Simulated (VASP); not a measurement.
Wanted: the native input for a VASP 6.6.1 run.

```
Task                   : single point
Functional             : r2SCAN
Potentials or basis    : VASP PAW PBE potentials, release 64 (Al, P)
Cutoff                 : 550 eV
k mesh                 : 6 × 6 × 6
Occupations            : gaussian, width 0.01 eV
Spin                   : no spin polarisation
Dipole correction      : no
Further INCAR settings : ALGO = Normal; EDIFF = 1e-06; NBANDS = 11
```

Crystal: AlP.

```xyz
2
Lattice="0.0000 2.7393 2.7393 2.7393 0.0000 2.7393 2.7393 2.7393 0.0000" Properties=species:S:1:pos:R:3 pbc="T T T"
Al    0.0000    0.0000    0.0000
P     1.3696    1.3696    1.3696
```

One way to write it, as run:

POSCAR

```
AlP
1.0
    0.0000000000      2.7392607946      2.7392607946
    2.7392607946      0.0000000000      2.7392607946
    2.7392607946      2.7392607946      0.0000000000
Al P
1 1
Direct
    0.0000000000      0.0000000000      0.0000000000
    0.2500000000      0.2500000000      0.2500000000
```

INCAR.step1

```
SYSTEM = AlP
ALGO = Normal ; EDIFF = 1E-5
ENCUT = 550 ; GGA = PE
GGA_COMPAT = .FALSE. ; ISMEAR = 0
LASPH = .TRUE. ; LCHARG = .FALSE.
LREAL = .FALSE. ; LWAVE = .TRUE.
NBANDS = 11 ; NELM = 120
PREC = Accurate ; SIGMA = 0.01
```

INCAR.step2

```
SYSTEM = AlP
ALGO = Normal ; EDIFF = 1E-6
ENCUT = 550 ; GGA_COMPAT = .FALSE.
ISIF = 2 ; ISMEAR = 0
ISTART = 1 ; LASPH = .TRUE.
LCHARG = .FALSE. ; LMIXTAU = .TRUE.
LREAL = .FALSE. ; LWAVE = .FALSE.
METAGGA = R2SCAN ; NBANDS = 11
NELM = 120 ; PREC = Accurate
SIGMA = 0.01
```

KPOINTS

```
k-points
0
G
  6 6 6
  0 0 0
```

Potentials or basis: VASP PAW PBE potentials, release 64 (Al, P).

Launch:

```bash
$ cat potpaw_PBE.64/Al/POTCAR potpaw_PBE.64/P/POTCAR > POTCAR
$ cp INCAR.step1 INCAR
$ mpirun -np 1 vasp_std > vasp.out
$ cp INCAR.step2 INCAR
$ mpirun -np 1 vasp_std > vasp.out
```

Results of the run:

| Property | Result |
| --- | --- |
| Pressure | -0.3 GPa |
| Band gap on the k mesh | 1.93 eV, indirect (least direct gap 3.91 eV) |

Caveat: the PAW data sets were made with another functional, which shifts forces and pressure a little.

It took 28 s on 1 thread of Intel(R) Xeon(R) Platinum 8559C (Emerald Rapids), with other jobs on the host, peak memory 0.16 GiB.
